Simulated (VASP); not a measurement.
Wanted: the native input for a VASP 6.6.1 run.

```yaml
Task: single point
Functional: PBE
Potentials_or_basis: VASP PAW PBE potentials, release 64 (Ca_sv, B)
Cutoff: 520 eV
k_mesh: 6 × 6 × 4
Occupations: gaussian, width 0.2 eV
Spin: no spin polarisation
Dipole_correction: no
Further_INCAR_settings: ALGO = Fast; EDIFF = 1e-06; NBANDS = 34
```

The structure of Ca4B3 lies in POSCAR:

```
Ca4B3
1.0
    4.4016939610      0.0000000000      0.0000000000
    0.0000000000      4.4016939610      0.0000000000
    0.0000000000      0.0000000000      8.2656307603
Ca B
4 3
Direct
    0.5000000000      0.5000000000      0.3390616233
    1.0000000000      0.0000000000      0.0728279232
    0.5000000000      0.0000000000      0.7429869415
    0.0000000000      0.5000000000      0.7429869415
    0.5000000000      0.5000000000      0.9567000001
    1.0000000000      0.0000000000      0.5740461991
    0.0000000000      0.0000000000      0.3885988012
```

These files were run (other wordings do the same):

INCAR

```
PREC = Accurate
ENCUT = 520
EDIFF = 1E-6
ISMEAR = 0
SIGMA = 0.2
LREAL = F
LASPH = T
NELM = 100
ALGO = Fast
ISIF = 2
LWAVE = F
LCHARG = F
GGA = PE
NBANDS = 34
```

KPOINTS

```
regular mesh
0
Gamma
  6 6 4
```

Potentials or basis: VASP PAW PBE potentials, release 64 (Ca_sv, B).

Command:

```sh
$ cat potpaw_PBE.64/Ca_sv/POTCAR potpaw_PBE.64/B/POTCAR > POTCAR
$ mpirun -np 1 vasp_std > vasp.out
```

Results of the run:

```yaml
Pressure: 0.1 GPa
Largest_force: 0.047 eV/Å
Band_gap_on_the_k_mesh: zero (an odd number of electrons rules out a gap without spin polarisation)
```

Run time: 2.4 min on 1 thread of Intel(R) Xeon(R) 6975P-C (Granite Rapids), with other jobs on the host, peak memory 0.34 GiB.
